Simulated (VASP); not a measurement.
# KMgF3 (Pm-3m) in VASP: notebook

Runs on KMgF3. Level: PBEsol. Tasks: relaxation of cell and atoms.

Program: VASP 6.6.1. These are calculated values, not measurements. Logs are shortened: lines on timing, memory, paths and dates and some standing lists are left out, and cuts for length are marked.

### 1 The cell of the first run

It takes space group Pm-3m (No. 221, cubic). Conventional cell: a = 3.986 Å, b = 3.986 Å, c = 3.986 Å, α = 90.00°, β = 90.00°, γ = 90.00°. Within 3.7 Å of K (site symmetry m-3m) lie 12 F at 2.82 Å and 8 Mg at 3.45 Å. Mg (site symmetry m-3m) has 6 F at 1.99 Å within 2.6 Å. F (site symmetry 4/mmm) has 2 Mg at 1.99 Å within 2.6 Å.

### 2 Relaxation of cell and atoms, PBEsol, target pressure 2 GPa, at which the enthalpy is minimised

Input file INCAR:

```
  PREC = Accurate
  ENCUT = 600
  EDIFF = 1E-6
  ISMEAR = -1
  SIGMA = 0.05
  LREAL = F
  LASPH = T
  NELM = 60
  ALGO = Normal
  ISIF = 3
  LWAVE = F
  LCHARG = F
  GGA = PS
  IBRION = 2
  NSW = 60
  EDIFFG = -0.01
  PSTRESS = 20.0
```

Input file KPOINTS:

```
Automatic mesh
0
Gamma
  7 7 7
```

Input file POSCAR:

```
KMgF3
1.0
    3.9859000000      0.0000000000      0.0000000000
    0.0000000000      3.9859000000      0.0000000000
    0.0000000000      0.0000000000      3.9859000000
K Mg F
1 1 3
Direct
    0.5000000000      0.5000000000      0.5000000000
    0.0000000000      0.0000000000      0.0000000000
    0.0000000000      0.0000000000      0.5000000000
    0.0000000000      0.5000000000      0.0000000000
    0.5000000000      0.0000000000      0.0000000000
```

Potentials or basis: VASP PAW PBE potentials, release 64 (K_sv, Mg, F).

Launch:

```
$ cat potpaw_PBE.64/K_sv/POTCAR potpaw_PBE.64/Mg/POTCAR potpaw_PBE.64/F/POTCAR > POTCAR
$ mpirun -np 1 vasp_std > vasp.out
```

OUTCAR:

```text
PREC = Accurate
   ENCUT = 600
   EDIFF = 1E-6
   ISMEAR = -1
   LREAL = F
   LASPH = T
   NELM = 60
   ISIF = 3
   GGA = PS
   IBRION = 2
   NSW = 60
   EDIFFG = -0.01
   PSTRESS = 20.0

 ion  position               nearest neighbor table
   1  0.500  0.500  0.500-   3 2.82   4 2.82   5 2.82   4 2.82   5 2.82   3 2.82   5 2.82   5 2.82
                             3 2.82   4 2.82   4 2.82   3 2.82   2 3.45   2 3.45   2 3.45   2 3.45
   2  0.000  0.000  0.000-   3 1.99   4 1.99   5 1.99   3 1.99   4 1.99   5 1.99   1 3.45   1 3.45
                             1 3.45   1 3.45   1 3.45   1 3.45   1 3.45   1 3.45
   3  0.000  0.000  0.500-   2 1.99   2 1.99   1 2.82   1 2.82   1 2.82   1 2.82
   4  0.000  0.500  0.000-   2 1.99   2 1.99   1 2.82   1 2.82   1 2.82   1 2.82
   5  0.500  0.000  0.000-   2 1.99   2 1.99   1 2.82   1 2.82   1 2.82   1 2.82

  LATTYP: Found a simple cubic cell.
 ALAT       =     3.9859000000

  Lattice vectors:

 A1 = (   3.9859000000,   0.0000000000,   0.0000000000)
 A2 = (   0.0000000000,   3.9859000000,   0.0000000000)
 A3 = (   0.0000000000,   0.0000000000,   3.9859000000)

Analysis of symmetry for initial positions (statically):
=====================================================================
 Subroutine PRICEL returns:
 Original cell was already a primitive cell.

 Routine SETGRP: Setting up the symmetry group for a
 simple cubic supercell.

 Subroutine GETGRP returns: Found 48 space group operations
 (whereof 48 operations were pure point group operations)
 out of a pool of 48 trial point group operations.

The static configuration has the point symmetry O_h .

Analysis of symmetry for dynamics (positions and initial velocities):
=====================================================================
 Subroutine PRICEL returns:
 Original cell was already a primitive cell.

 Routine SETGRP: Setting up the symmetry group for a
 simple cubic supercell.

 Subroutine GETGRP returns: Found 48 space group operations
 (whereof 48 operations were pure point group operations)
 out of a pool of 48 trial point group operations.

The dynamic configuration has the point symmetry O_h .

 Subroutine INISYM returns: Found 48 space group operations
 (whereof 48 operations are pure point group operations),
 and found     1 'primitive' translations

----------------------------------------------------------------------------------------

                                     Primitive cell

  volume of cell :      63.3256

  direct lattice vectors                    reciprocal lattice vectors
     3.985900000  0.000000000  0.000000000     0.250884367  0.000000000  0.000000000
     0.000000000  3.985900000  0.000000000     0.000000000  0.250884367  0.000000000
     0.000000000  0.000000000  3.985900000     0.000000000  0.000000000  0.250884367

  length of vectors
     3.985900000  3.985900000  3.985900000     0.250884367  0.250884367  0.250884367

  position of ions in fractional coordinates (direct lattice)
     0.500000000  0.500000000  0.500000000
     0.000000000  0.000000000  0.000000000
     0.000000000  0.000000000  0.500000000
     0.000000000  0.500000000  0.000000000
     0.500000000  0.000000000  0.000000000

  ion indices of the primitive-cell ions
   primitive index   ion index
                 1           1
                 2           2
                 3           3
                 4           4
                 5           5

----------------------------------------------------------------------------------------

 KPOINTS: Automatic mesh

Automatic generation of k-mesh.
 Grid dimensions read from file:
 generate k-points for:    7    7    7

 Generating k-lattice:

  Cartesian coordinates                     Fractional coordinates (reciprocal lattice)
     0.035840624  0.000000000  0.000000000     0.142857143  0.000000000  0.000000000
     0.000000000  0.035840624  0.000000000     0.000000000  0.142857143  0.000000000
     0.000000000  0.000000000  0.035840624     0.000000000  0.000000000  0.142857143

  Length of vectors
     0.035840624  0.035840624  0.035840624

  Shift w.r.t. Gamma in fractional coordinates (k-lattice)
     0.000000000  0.000000000  0.000000000

 Subroutine IBZKPT returns following result:
 ===========================================

 Found     20 irreducible k-points:

 Following reciprocal coordinates:
            Coordinates               Weight
  0.000000  0.000000  0.000000      1.000000
  0.142857  0.000000  0.000000      6.000000
  0.285714  0.000000  0.000000      6.000000
  0.428571  0.000000  0.000000      6.000000
  0.142857  0.142857  0.000000     12.000000
  0.285714  0.142857  0.000000     24.000000
[... 12 lines left out ...]
  0.428571  0.428571  0.285714     24.000000
  0.428571  0.428571  0.428571      8.000000
   k-points           NKPTS =     20   k-points in BZ     NKDIM =     20   number of bands    NBANDS=     20
   number of dos      NEDOS =    301   number of ions     NIONS =      5
   total plane-waves  NPLWV =  32768
   dimension x,y,z NGX =    32 NGY =   32 NGZ =   32
   dimension x,y,z NGXF=    64 NGYF=   64 NGZF=   64
   ions per type =               1   1   3
   NGX,Y,Z   is equivalent  to a cutoff of  13.35, 13.35, 13.35 a.u.
   NGXF,Y,Z  is equivalent  to a cutoff of  26.69, 26.69, 26.69 a.u.
 SYSTEM =  unknown system
   PREC   = accura    normal or accurate (medium, high low for compatibility)
   ISTART =      0    job   : 0-new  1-cont  2-samecut
   ICHARG =      2    charge: 1-file 2-atom 10-const
   ISPIN  =      1    spin polarized calculation?
   LNONCOLLINEAR =      F non collinear calculations
   LSORBIT =      F    spin-orbit coupling
   LASPH  =      T    aspherical Exc in radial PAW
   ENCUT  =  600.0 eV  44.10 Ry    6.64 a.u.   7.96  7.96  7.96*2*pi/ulx,y,z
   NELM   =     60;   NELMIN=  2; NELMDL= -5     # of ELM steps
   EDIFF  = 0.1E-05   stopping-criterion for ELM
   LREAL  =      F    real-space projection
   EDIFFG = -.1E-01   stopping-criterion for IOM
   NSW    =     60    number of steps for IOM
   IBRION =      2    ionic relax: 0-MD 1-quasi-New 2-CG
   NFREE  =      1    steps in history (QN), initial steepest desc. (CG)
   ISIF   =      3    stress and relaxation
   ISYM   =      2    0-nonsym 1-usesym 2-fastsym
   POTIM  = 0.5000    time-step for ionic-motion
   TEBEG  =    0.0;   TEEND  =   0.0 temperature during run
   PSTRESS=   20.0 pullay stress
   NELECT =      32.0000    total number of electrons
   NUPDOWN=      -1.0000    fix difference up-down
   EMIN   =  10.00;   EMAX   =-10.00  energy-range for DOS
   EFERMI =   0.00;   METHOD = LEGACY
   ISMEAR =    -1;   SIGMA  =   0.05  broadening in eV -4-tet -1-fermi 0-gaus
   EFERMI_NEDOS =   21; number of points for ismear=-14 and -15
   IALGO  =     38    algorithm
   IMIX   =      4    mixing-type and parameters
     AMIX     =   0.40;   BMIX     =  1.00
     AMIX_MAG =   1.60;   BMIX_MAG =  1.00
  volume/ion in A,a.u.               =      12.67        85.47
  Fermi-wavevector in a.u.,A,eV,Ry     =   1.303962  2.464132 23.134232  1.700318
  Thomas-Fermi vector in A             =   2.434930
   LORBIT       =      0    0 simple, 1 ext, 2 COOP (PROOUT), +10 PAW based schemes
   GGA     = PS    functional components
   LHFCALC =     F    Hartree Fock is set to
   AEXX    =    0.0000 exact exchange contribution
   IVDW    =     0    specifies the selected vdW correction
   LEPSILON=     F    determine dielectric tensor
   LRPA    =     F    only Hartree local field effects (RPA)
 conjugate gradient relaxation of ions
 non-spin polarized calculation
  energy-cutoff  :      600.00
  volume of cell :       63.33
 maximum number of plane-waves:      2128
 NGX is ok and might be reduce to    32
   NGX = 15   NGY = 15   NGZ = 15

--------------------------------------- Ionic step        1  -------------------------------------------

 number of electron      32.0000010 magnetization

 Free energy of the ion-electron system (eV)
  ---------------------------------------------------
  ext. energy  EPLUGINS =         0.00000000
  ---------------------------------------------------
  free energy    TOTEN  =       -25.27022443 eV

  energy without entropy =      -25.27022443  energy(sigma->0) =      -25.27022443

 E-fermi :  -0.5444     XC(G=0):  -9.9445

 val. band max:       -1.7429012838   @ k =   0.4286   0.4286   0.4286
 cond. band min:       5.4150823268   @ k =   0.0000   0.0000   0.0000
 fundamental gap:      7.1579836106
 Fermi energy:        -0.5443718225

 k-point     1 :       0.0000    0.0000    0.0000
  band No.  band energies     occupation
      1     -27.1833      2.00000
      2     -21.7215      2.00000
      3     -21.0510      2.00000
      4     -21.0510      2.00000
      5     -10.7484      2.00000
      6     -10.7484      2.00000
[... 12 lines left out ...]
     19       8.2344      0.00000
     20      10.4294      0.00000
[... 975 lines left out ...]
  FREE ENERGIE OF THE ION-ELECTRON SYSTEM (eV)
  ---------------------------------------------------
  free  energy   TOTEN  =       -25.2626847228 eV

  energy  without entropy=      -25.2626847228  energy(sigma->0) =      -25.26268472

  enthalpy is  TOTEN    =       -24.4916101813 eV   P V=        0.7710745415

--------------------------------------- Ionic step        3  -------------------------------------------

 number of electron      31.9999980 magnetization

 Free energy of the ion-electron system (eV)
  ---------------------------------------------------
  ext. energy  EPLUGINS =         0.00000000
  ---------------------------------------------------
  free energy    TOTEN  =       -25.26059274 eV

  energy without entropy =      -25.26059274  energy(sigma->0) =      -25.26059274

 E-fermi :  -0.3687     XC(G=0): -10.0889

 val. band max:       -1.6032445982   @ k =   0.4286   0.4286   0.4286
 cond. band min:       5.7649123625   @ k =   0.0000   0.0000   0.0000
 fundamental gap:      7.3681569607
 Fermi energy:        -0.3687021146

 k-point     1 :       0.0000    0.0000    0.0000
  band No.  band energies     occupation
      1     -26.9890      2.00000
      2     -21.6548      2.00000
      3     -20.9467      2.00000
      4     -20.9467      2.00000
      5     -10.5590      2.00000
      6     -10.5590      2.00000
[... 12 lines left out ...]
     19       8.4074      0.00000
     20      10.6367      0.00000
[... 457 lines left out ...]
 POSITION                                       TOTAL-FORCE (eV/Angst)
 -----------------------------------------------------------------------------------
      1.97459      1.97459      1.97459        -0.000000      0.000000      0.000000
      0.00000      0.00000      0.00000         0.000000     -0.000000      0.000000
     -0.00000      0.00000      1.97459        -0.000000      0.000000      0.000000
     -0.00000      1.97459      0.00000         0.000000     -0.000000      0.000000
      1.97459      0.00000      0.00000         0.000000     -0.000000      0.000000
 -----------------------------------------------------------------------------------
    total drift:                                0.000000      0.000000     -0.000000

  FREE ENERGIE OF THE ION-ELECTRON SYSTEM (eV)
  ---------------------------------------------------
  free  energy   TOTEN  =       -25.2605927415 eV

  energy  without entropy=      -25.2605927415  energy(sigma->0) =      -25.26059274

  enthalpy is  TOTEN    =       -24.4917433692 eV   P V=        0.7688493723

 reached required accuracy - stopping structural energy minimisation
```

Wall time 82 s (1 thread of Intel Xeon 8259CL, shared host); peak memory 0.2 GiB.

What came out:

* Free energy: -25.2606 eV
* Relaxed volume: 12.32 Å³/atom
* Relaxed cell: a = 3.949 Å, b = 3.949 Å, c = 3.949 Å, α = 90.00°, β = 90.00°, γ = 90.00°
* Space group after relaxing (to 0.1 Å): Pm-3m (No. 221)
* Energy change on relaxing (the run minimises the enthalpy): +1.9 meV/atom
* Ionic steps: 3
* Pressure after relaxing: 2.0 GPa
* Band gap on the k mesh: 7.37 eV (least direct gap 7.66 eV)

Step by step:
```csv
step,energy change (eV),largest force (eV/Å),pressure (GPa),volume (Å³)
1,0.0000,0.0000,-0.17,63.33
2,0.0075,0.0000,1.76,61.77
3,0.0096,0.0000,2.00,61.59
```

Final structure:
```
K Mg F
1.0
     3.94918    0.00000    0.00000
     0.00000    3.94918    0.00000
     0.00000    0.00000    3.94918
K Mg F
1 1 3
Direct
  0.50000 0.50000 0.50000
  0.00000 0.00000 0.00000
  0.00000 0.00000 0.50000
  0.00000 0.50000 0.00000
  0.50000 0.00000 0.00000
```

Levels at points of the mesh, in eV from the valence-band top:
```csv
k point,band 13,band 14,band 15,band 16,band 17,band 18,band 19,band 20
"(0.00, 0.00, 0.00)",-0.63,-0.29,-0.29,-0.29,7.37,10.01,10.01,12.24
```

Caveat: the cell is relaxed towards a set pressure, so the run minimises the enthalpy, not the energy; the PAW data sets were made with another functional, which shifts forces and pressure a little; an odd mesh through Γ misses points on the zone boundary, where band edges can lie.

### 3 Relaxation of cell and atoms, PBEsol, target pressure 5 GPa, at which the enthalpy is minimised

Input file INCAR:

```
SYSTEM = KMgF3
ALGO = Normal ; EDIFF = 1E-6
EDIFFG = -0.01 ; ENCUT = 600
GGA = PS ; IBRION = 2
ISIF = 3 ; ISMEAR = -1
LASPH = .True. ; LCHARG = .False.
LREAL = .False. ; LWAVE = .False.
NELM = 60 ; NSW = 60
PREC = Accurate ; PSTRESS = 50.0
SIGMA = 0.05
```

Input file KPOINTS:

```
k-points
0
Gamma
  7 7 7
  0 0 0
```

POSCAR is that of step 2.

Potentials or basis: VASP PAW PBE potentials, release 64 (K_sv, Mg, F).

Launch:

```
$ cat potpaw_PBE.64/K_sv/POTCAR potpaw_PBE.64/Mg/POTCAR potpaw_PBE.64/F/POTCAR > POTCAR
$ mpirun -np 1 vasp_std > vasp.out
```

It took 90 s on 1 thread of Intel Xeon 8259CL, shared host; peak memory 0.2 GiB.

It converged, with:

- Free energy: -25.2167 eV
- Relaxed volume: 11.91 Å³/atom
- Relaxed cell: a = 3.905 Å, b = 3.905 Å, c = 3.905 Å, α = 90.00°, β = 90.00°, γ = 90.00°
- Space group after relaxing (to 0.1 Å): Pm-3m (No. 221)
- Energy change on relaxing (the run minimises the enthalpy): +10.7 meV/atom
- Ionic steps: 3
- Pressure after relaxing: 5.0 GPa
- Band gap on the k mesh: 7.63 eV (least direct gap 7.92 eV)

The path:
| step | energy change (eV) | largest force (eV/Å) | pressure (GPa) | volume (Å³) |
| --- | --- | --- | --- | --- |
| 1 | 0.0000 | 0.0000 | -0.17 | 63.33 |
| 2 | 0.0504 | 0.0000 | 4.83 | 59.66 |
| 3 | 0.0536 | 0.0000 | 5.00 | 59.55 |

Final structure:
```yaml
crystal:
  lattice:
    - [3.90516, 0.00000, 0.00000]
    - [0.00000, 3.90516, 0.00000]
    - [0.00000, 0.00000, 3.90516]
  atoms:
    - { symbol: K, position: [0.50000, 0.50000, 0.50000] }
    - { symbol: Mg, position: [0.00000, 0.00000, 0.00000] }
    - { symbol: F, position: [0.00000, 0.00000, 0.50000] }
    - { symbol: F, position: [0.00000, 0.50000, 0.00000] }
    - { symbol: F, position: [0.50000, 0.00000, 0.00000] }
```

Levels at points of the mesh, in eV from the valence-band top:
```tsv
k point	band 14	band 15	band 16	band 17	band 18	band 19
(0.00, 0.00, 0.00)	-0.29	-0.29	-0.29	7.63	10.05	10.05
```

Caveat: the cell is relaxed towards a set pressure, so the run minimises the enthalpy, not the energy; the PAW data sets were made with another functional, which shifts forces and pressure a little; an odd mesh through Γ misses points on the zone boundary, where band edges can lie. A hybrid or GW would open this gap; PBEsol tends to underestimate it.
